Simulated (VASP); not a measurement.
# Cd (P6_3/mmc) in VASP: notebook

The runs below take Cd through single point, with r2SCAN.

All numbers are computed with VASP 6.6.1; they aren't measurements. Logs are shortened: lines on timing, memory, paths and dates and some standing lists are left out, and cuts for length are marked.

## 1. The cell of the first run

Symmetry: P6_3/mmc, No. 194, hexagonal system. Conventional cell: a = 2.932 Å, b = 2.932 Å, c = 5.507 Å, α = 90.00°, β = 90.00°, γ = 120.00°. Within 3.9 Å of Cd (site symmetry -6m2) lie 12 Cd at 2.93 to 3.23 Å.

## 2. Single point, r2SCAN

File POSCAR:

```
Cd
1.0
    2.9321609786      0.0000000000      0.0000000000
   -1.4660804893      2.5393258955      0.0000000000
    0.0000000000      0.0000000000      5.5066964085
Cd
2
Direct
    0.3333333333      0.6666666667      0.2500000000
    0.6666666667      0.3333333333      0.7500000000
```

File INCAR.step1:

```
ALGO = Normal ; EDIFF = 1E-4
ENCUT = 520 ; GGA = PE
ISMEAR = -1 ; LASPH = T
LCHARG = F ; LREAL = F
LWAVE = T ; NBANDS = 19
NELM = 100 ; PREC = Accurate
SIGMA = 0.05
```

File INCAR.step2:

```
ALGO = Normal ; EDIFF = 1E-6
ENCUT = 520 ; ISIF = 2
ISMEAR = -1 ; ISTART = 1
LASPH = T ; LCHARG = T
LELF = T ; LMIXTAU = T
LREAL = F ; LVHAR = T
LWAVE = F ; METAGGA = R2SCAN
NBANDS = 19 ; NELM = 100
PREC = Accurate ; SIGMA = 0.05
```

File KPOINTS:

```
k-points
0
Gamma
  18 18 8
```

Potentials or basis: VASP PAW PBE potentials, release 64 (Cd).

Command:

```console
cat potpaw_PBE.64/Cd/POTCAR > POTCAR
cp INCAR.step1 INCAR
mpirun -np 1 vasp_std > vasp.out
cp INCAR.step2 INCAR
mpirun -np 1 vasp_std > vasp.out
```

OUTCAR:

```text
EDIFF = 1E-6
   ENCUT = 520
   ISIF = 2
   ISMEAR = -1
   ISTART = 1
   LASPH = T
   LREAL = F
   METAGGA = R2SCAN
   NELM = 100
   PREC = Accurate

 ion  position               nearest neighbor table
   1  0.333  0.667  0.250-   2 3.23   2 3.23   2 3.23   2 3.23   2 3.23   2 3.23
   2  0.667  0.333  0.750-   1 3.23   1 3.23   1 3.23   1 3.23   1 3.23   1 3.23

  LATTYP: Found a hexagonal cell.
 ALAT       =     2.9321609786
 C/A-ratio  =     1.8780334534

  Lattice vectors:

 A1 = (   2.9321609786,   0.0000000000,   0.0000000000)
 A2 = (  -1.4660804893,   2.5393258955,   0.0000000000)
 A3 = (   0.0000000000,   0.0000000000,   5.5066964085)

Analysis of symmetry for initial positions (statically):
=====================================================================
 Subroutine PRICEL returns:
 Original cell was already a primitive cell.

 Routine SETGRP: Setting up the symmetry group for a
 hexagonal supercell.

 Subroutine GETGRP returns: Found 24 space group operations
 (whereof 12 operations were pure point group operations)
 out of a pool of 24 trial point group operations.

The static configuration has the point symmetry D_3d.
 The point group associated with its full space group is D_6h.

Analysis of symmetry for dynamics (positions and initial velocities):
=====================================================================
 Subroutine PRICEL returns:
 Original cell was already a primitive cell.

 Routine SETGRP: Setting up the symmetry group for a
 hexagonal supercell.

 Subroutine GETGRP returns: Found 24 space group operations
 (whereof 12 operations were pure point group operations)
 out of a pool of 24 trial point group operations.

The dynamic configuration has the point symmetry D_3d.
 The point group associated with its full space group is D_6h.

 Subroutine INISYM returns: Found 24 space group operations
 (whereof 12 operations are pure point group operations),
 and found     1 'primitive' translations

----------------------------------------------------------------------------------------

                                     Primitive cell

  volume of cell :      41.0013

  direct lattice vectors                    reciprocal lattice vectors
     2.932160979  0.000000000  0.000000000     0.341045395  0.196902651  0.000000000
    -1.466080489  2.539325896  0.000000000     0.000000000  0.393805302  0.000000000
     0.000000000  0.000000000  5.506696408     0.000000000  0.000000000  0.181597082

  length of vectors
     2.932160979  2.932160979  5.506696408     0.393805302  0.393805302  0.181597082

  position of ions in fractional coordinates (direct lattice)
     0.333333333  0.666666667  0.250000000
     0.666666667  0.333333333  0.750000000

  ion indices of the primitive-cell ions
   primitive index   ion index
                 1           1
                 2           2

----------------------------------------------------------------------------------------

 KPOINTS: k-points

Automatic generation of k-mesh.
 Grid dimensions read from file:
 generate k-points for:   18   18    8

 Generating k-lattice:

  Cartesian coordinates                     Fractional coordinates (reciprocal lattice)
     0.018946966  0.010939036  0.000000000     0.055555556  0.000000000  0.000000000
     0.000000000  0.021878072  0.000000000     0.000000000  0.055555556  0.000000000
     0.000000000  0.000000000  0.022699635     0.000000000  0.000000000  0.125000000

  Length of vectors
     0.021878072  0.021878072  0.022699635

  Shift w.r.t. Gamma in fractional coordinates (k-lattice)
     0.000000000  0.000000000  0.000000000

 Subroutine IBZKPT returns following result:
 ===========================================

 Found    185 irreducible k-points:

 Following reciprocal coordinates:
            Coordinates               Weight
  0.000000  0.000000  0.000000      1.000000
  0.055556  0.000000  0.000000      6.000000
  0.111111  0.000000  0.000000      6.000000
  0.166667  0.000000  0.000000      6.000000
  0.222222  0.000000  0.000000      6.000000
  0.277778  0.000000  0.000000      6.000000
[... 16 lines left out ...]
  0.333333  0.111111  0.000000     12.000000
  0.388889  0.111111  0.000000     12.000000
 [... further k-points ...]
   k-points           NKPTS =    185   k-points in BZ     NKDIM =    185   number of bands    NBANDS=     19
   number of dos      NEDOS =    301   number of ions     NIONS =      2
   total plane-waves  NPLWV =  24192
   dimension x,y,z NGX =    24 NGY =   24 NGZ =   42
   dimension x,y,z NGXF=    48 NGYF=   48 NGZF=   84
   ions per type =               2
   NGX,Y,Z   is equivalent  to a cutoff of  13.61, 13.61, 12.68 a.u.
   NGXF,Y,Z  is equivalent  to a cutoff of  27.21, 27.21, 25.36 a.u.
 SYSTEM =  unknown system
   PREC   = accura    normal or accurate (medium, high low for compatibility)
   ISTART =      1    job   : 0-new  1-cont  2-samecut
   ICHARG =      0    charge: 1-file 2-atom 10-const
   ISPIN  =      1    spin polarized calculation?
   LNONCOLLINEAR =      F non collinear calculations
   LSORBIT =      F    spin-orbit coupling
   LASPH  =      T    aspherical Exc in radial PAW
   ENCUT  =  520.0 eV  38.22 Ry    6.18 a.u.   5.45  5.45 10.24*2*pi/ulx,y,z
   NELM   =    100;   NELMIN=  2; NELMDL=  0     # of ELM steps
   EDIFF  = 0.1E-05   stopping-criterion for ELM
   LREAL  =      F    real-space projection
   EDIFFG = 0.1E-04   stopping-criterion for IOM
   NSW    =      0    number of steps for IOM
   IBRION =     -1    ionic relax: 0-MD 1-quasi-New 2-CG
   NFREE  =      0    steps in history (QN), initial steepest desc. (CG)
   ISIF   =      2    stress and relaxation
   ISYM   =      2    0-nonsym 1-usesym 2-fastsym
   POTIM  = 0.5000    time-step for ionic-motion
   TEBEG  =    0.0;   TEEND  =   0.0 temperature during run
   PSTRESS=    0.0 pullay stress
   NELECT =      24.0000    total number of electrons
   NUPDOWN=      -1.0000    fix difference up-down
   EMIN   =  10.00;   EMAX   =-10.00  energy-range for DOS
   EFERMI =   0.00;   METHOD = LEGACY
   ISMEAR =    -1;   SIGMA  =   0.05  broadening in eV -4-tet -1-fermi 0-gaus
   EFERMI_NEDOS =   21; number of points for ismear=-14 and -15
   IALGO  =     38    algorithm
   IMIX   =      4    mixing-type and parameters
     AMIX     =   0.40;   BMIX     =  1.00
     AMIX_MAG =   1.60;   BMIX_MAG =  1.00
  volume/ion in A,a.u.               =      20.50       138.35
  Fermi-wavevector in a.u.,A,eV,Ry     =   1.369450  2.587885 25.516267  1.875393
  Thomas-Fermi vector in A             =   2.495324
   LORBIT       =      0    0 simple, 1 ext, 2 COOP (PROOUT), +10 PAW based schemes
   METAGGA = R2SCAN    functional components
   LHFCALC =     F    Hartree Fock is set to
   AEXX    =    0.0000 exact exchange contribution
   IVDW    =     0    specifies the selected vdW correction
   LEPSILON=     F    determine dielectric tensor
   LRPA    =     F    only Hartree local field effects (RPA)
 non-spin polarized calculation
  energy-cutoff  :      520.00
  volume of cell :       41.00
 maximum number of plane-waves:      1131
 NGX is ok and might be reduce to    24
   NGX = 11   NGY = 11   NGZ = 21

 number of electron      24.0000015 magnetization

 Free energy of the ion-electron system (eV)
  ---------------------------------------------------
  ext. energy  EPLUGINS =         0.00000000
  ---------------------------------------------------
  free energy    TOTEN  =       -40.16117404 eV

  energy without entropy =      -40.15728475  energy(sigma->0) =      -40.15922940

 E-fermi :   3.4858     XC(G=0): -12.1253

 val. band max:        3.4744795805   @ k =   0.3333   0.1111   0.0000
 cond. band min:       3.5013583506   @ k =   0.0000   0.0000   0.2500
 fundamental gap:      0.0268787701
 Fermi energy:         3.4858278291

 k-point     1 :       0.0000    0.0000    0.0000
  band No.  band energies     occupation
      1      -7.2872      2.00000
      2      -6.9697      2.00000
      3      -6.5156      2.00000
      4      -6.5156      2.00000
      5      -6.4550      2.00000
      6      -6.4550      2.00000
[... 11 lines left out ...]
     18      19.5256      0.00000
     19      19.9616      0.00000

 k-point     2 :       0.0556    0.0000    0.0000
  band No.  band energies     occupation
      1      -7.2499      2.00000
      2      -6.9289      2.00000
      3      -6.5313      2.00000
      4      -6.4832      2.00000
      5      -6.4691      2.00000
      6      -6.4237      2.00000
[... 11 lines left out ...]
     18      19.4744      0.00000
     19      20.4192      0.00000

 k-point     3 :       0.1111    0.0000    0.0000
  band No.  band energies     occupation
      1      -7.1532      2.00000
      2      -6.8415      2.00000
      3      -6.5712      2.00000
      4      -6.4974      2.00000
      5      -6.3887      2.00000
      6      -6.3329      2.00000
[... 11 lines left out ...]
     18      19.3491      0.00000
     19      20.3778      0.00000

 k-point     4 :       0.1667    0.0000    0.0000
  band No.  band energies     occupation
      1      -7.0612      2.00000
      2      -6.7686      2.00000
      3      -6.6384      2.00000
      4      -6.4621      2.00000
      5      -6.2411      2.00000
      6      -6.2001      2.00000
[... 11 lines left out ...]
     18      18.3553      0.00000
     19      18.4217      0.00000

 k-point     5 :       0.2222    0.0000    0.0000
  band No.  band energies     occupation
      1      -7.0716      2.00000
      2      -6.7954      2.00000
      3      -6.5961      2.00000
      4      -6.3993      2.00000
      5      -6.3413      2.00000
      6      -6.0969      2.00000
[... 11 lines left out ...]
     18      17.0056      0.00000
     19      17.6987      0.00000
[... 334 lines left out ...]
      2      -6.7904      2.00000
      3      -6.6090      2.00000
      4      -6.5300      2.00000
      5      -6.3337      2.00000
      6      -6.2733      2.00000
[... 11 lines left out ...]
     18      16.7998      0.00000
     19      17.0133      0.00000

 k-point    22 :       0.2778    0.1111    0.0000
  band No.  band energies     occupation
      1      -7.1230      2.00000
      2      -6.8881      2.00000
      3      -6.7682      2.00000
      4      -6.3902      2.00000
      5      -6.3758      2.00000
      6      -6.1646      2.00000
[... 11 lines left out ...]
     18      16.1497      0.00000
     19      16.5375      0.00000

 k-point    23 :       0.3333    0.1111    0.0000
  band No.  band energies     occupation
      1      -7.2091      2.00000
      2      -6.9713      2.00000
      3      -6.8883      2.00000
      4      -6.4284      2.00000
      5      -6.2527      2.00000
      6      -6.2384      2.00000
[... 11 lines left out ...]
     18      15.6448      0.00000
     19      16.1799      0.00000

 k-point    24 :       0.3889    0.1111    0.0000
  band No.  band energies     occupation
      1      -7.2656      2.00000
      2      -7.0260      2.00000
      3      -6.9627      2.00000
      4      -6.4479      2.00000
      5      -6.2913      2.00000
      6      -6.1758      2.00000
[... 11 lines left out ...]
     18      15.3246      0.00000
     19      15.9625      0.00000

 [... further k-points ...]

------------------------ aborting loop because EDIFF is reached ----------------------------------------

  FORCE on cell =-STRESS in cart. coord.  units (eV):
  Direction    XX          YY          ZZ          XY          YZ          ZX
  --------------------------------------------------------------------------------------
  -------------------------------------------------------------------------------------
  Total        1.1637423      1.1637423      1.0956390     -0.0000000      0.0000000      0.0000000
  in kB       45.4747183     45.4747183     42.8134958     -0.0000000      0.0000000      0.0000000
  external PRESSURE =      44.5876441 kB  Pullay stress =       0.0000000 kB

 VOLUME and BASIS-vectors are now :
 -----------------------------------------------------------------------------
  energy-cutoff  :      520.00
  volume of cell :       41.00
      direct lattice vectors                 reciprocal lattice vectors
     2.932160979  0.000000000  0.000000000     0.341045395  0.196902651  0.000000000
    -1.466080489  2.539325896  0.000000000     0.000000000  0.393805302  0.000000000
     0.000000000  0.000000000  5.506696408     0.000000000  0.000000000  0.181597082

 POSITION                                       TOTAL-FORCE (eV/Angst)
 -----------------------------------------------------------------------------------
     -0.00000      1.69288      1.37667         0.000000     -0.000000      0.000000
      1.46608      0.84644      4.13002        -0.000000      0.000000      0.000000
 -----------------------------------------------------------------------------------
    total drift:                               -0.000000      0.000000     -0.000000

  FREE ENERGIE OF THE ION-ELECTRON SYSTEM (eV)
  ---------------------------------------------------
  free  energy   TOTEN  =       -40.1611740428 eV

  energy  without entropy=      -40.1572847495  energy(sigma->0) =      -40.15922940
```

Run time: 5 min. Hardware: 1 thread of AMD EPYC 9R45 (Zen 5), shared host; peak memory 0.22 GiB.

Results:

| Property | Result |
| --- | --- |
| Free energy | -40.1612 eV |
| Pressure | 4.5 GPa |
| Band gap on the k mesh | zero (bands 12 and 13 overlap by 4.72 eV) |

Caveat: the cell stands under pressure; the PAW data sets were made with another functional, which shifts forces and pressure a little.

## 3. Single point, r2SCAN

This run uses another cell than the first one, of 21.20 Å³/atom.

File POSCAR:

```
Cd
1.0
    2.9424825108      0.0000000000      0.0000000000
   -1.4712412554      2.5482646045      0.0000000000
    0.0000000000      0.0000000000      5.6557168224
Cd
2
Direct
    0.3333333333      0.6666666667      0.2500000000
    0.6666666667      0.3333333333      0.7500000000
```

File INCAR.step1:

```
ALGO = Normal
EDIFF = 1E-4
ENCUT = 520
GGA = PE
ISMEAR = -1
LASPH = T
LCHARG = F
LREAL = F
LWAVE = T
NBANDS = 19
NELM = 80
PREC = Accurate
SIGMA = 0.05
```

File INCAR.step2:

```
ALGO = Normal
EDIFF = 1E-6
ENCUT = 520
ISIF = 2
ISMEAR = -1
ISTART = 1
LASPH = T
LCHARG = T
LELF = T
LMIXTAU = T
LREAL = F
LVHAR = T
LWAVE = F
METAGGA = R2SCAN
NBANDS = 19
NELM = 80
PREC = Accurate
SIGMA = 0.05
```

KPOINTS is that of step 2.

Potentials or basis: VASP PAW PBE potentials, release 64 (Cd).

Command:

```console
cat potpaw_PBE.64/Cd/POTCAR > POTCAR
cp INCAR.step1 INCAR
mpirun -np 1 vasp_std > vasp.out
cp INCAR.step2 INCAR
mpirun -np 1 vasp_std > vasp.out
```

Wall time 5 min (1 thread of AMD EPYC 9R45 (Zen 5), shared host); peak memory 0.23 GiB.

It converged, with:

```yaml
Free_energy: -40.1901 eV
Pressure: 2.4 GPa
Band_gap_on_the_k_mesh: zero (bands 12 and 13 overlap by 4.94 eV)
```

Stress tensor (GPa, compression positive):
```
2.50 0.00 0.00
0.00 2.50 0.00
0.00 0.00 2.21
```

Levels at points of the mesh, in eV from the Fermi level:
| k point | band 8 | band 9 | band 10 | band 11 | band 12 | band 13 | band 14 | band 15 | band 16 | band 17 |
| --- | --- | --- | --- | --- | --- | --- | --- | --- | --- | --- |
| (0.00, 0.00, 0.00) | -9.26 | -9.26 | -9.03 | -9.03 | -3.47 | -3.33 | 10.51 | 15.13 | 15.29 | 16.14 |
| (0.50, 0.00, 0.00) | -9.07 | -8.70 | -8.68 | -2.52 | -1.90 | 1.95 | 3.16 | 3.35 | 5.47 | 9.11 |
| (0.00, 0.00, 0.50) | -9.13 | -9.13 | -9.13 | -7.86 | -7.86 | 3.54 | 3.54 | 15.60 | 15.60 | 17.11 |
| (0.50, 0.00, 0.50) | -9.05 | -8.69 | -8.69 | -1.75 | -1.75 | 0.22 | 0.22 | 8.35 | 8.35 | 10.78 |

Caveat: the PAW data sets were made with another functional, which shifts forces and pressure a little.

The gap in the log of VASP goes by the Fermi energy; the results here count the filled bands.